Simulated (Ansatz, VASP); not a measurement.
**One calculation of C, two programs**

File INCAR:

```
PREC = Accurate
ENCUT = 520
EDIFF = 1E-7
ISMEAR = 0
SIGMA = 0.15
LREAL = False
LASPH = True
NELM = 60
ALGO = Normal
ISIF = 2
LWAVE = False
LCHARG = False
GGA = PE
IVDW = 12
NBANDS = 11
```

The input KPOINTS:

```
Automatic mesh
0
Gamma
  21 21 12
```

Contents of POSCAR:

```
C
1.0
    2.5058198767      0.0000000000      0.0000000000
   -1.2529099384      2.1701036705      0.0000000000
    0.0000000000      0.0000000000      3.6316216684
C
2
Direct
    0.3239632741      0.6479265481      0.0000000000
    0.6760367259      0.3520734519      0.0000000000
```

Input for Ansatz:

```yaml
crystal:
  lattice:
    - [2.5058198767, 0.0, 0.0]
    - [-1.2529099384, 2.1701036705, 0.0]
    - [0.0, 0.0, 3.6316216684]
  atoms:
    - { symbol: C, position: [0.3239632741, 0.6479265481, 0.0] }
    - { symbol: C, position: [0.6760367259, 0.3520734519, 0.0] }
basis:
  ecutwfc: 520.0
kpoints:
  mp_grid: { grid: [21, 21, 12] }
hamiltonian:
  xc: pbe
  pseudopotentials: { kind: paw, azcp: { folder: soft_1 } }
  dispersion: d3bj
scf:
  occupations: { method: gaussian, width: 0.15 }
output:
  forces: true
  stress: true
  eigenvalues: true
  write_density: true
  write_potential: true
  elf: true
  volumetric_format: npy
```

Change from the starting cell: mode 6 frozen in at -0.040 Å, equal normal strain along x, y and z +0.0167.

Alike in both runs: task single point; functional PBE; dispersion D3(BJ); k mesh 21 × 21 × 12; occupations gaussian, width 0.15 eV; no spin polarisation.

|  | VASP | Ansatz |
| --- | --- | --- |
| version | VASP 6.6.1 | Ansatz 0.2.0 |
| potentials or method | VASP PAW PBE potentials, release 64 (C), cutoff 520 eV | scalar-relativistic, plane waves, PAW |
| valence electrons in the cell | 8 | 8 |

```tsv
	VASP	Ansatz	Ansatz less VASP
gap on the k mesh at the Fermi level (eV)	none	none	-
pressure (GPa)	-9.8	-10.1	-0.34
traceless stress, the component that is largest in VASP (GPa)	9.37	9.78	+0.409
rms of the force components (eV/Å)	2.016	2.009	-0.0070
```

Atom by atom the forces differ by 0.007 eV/Å (rms over components). A gap of «none» marks a metal or a gap that the smearing closes.
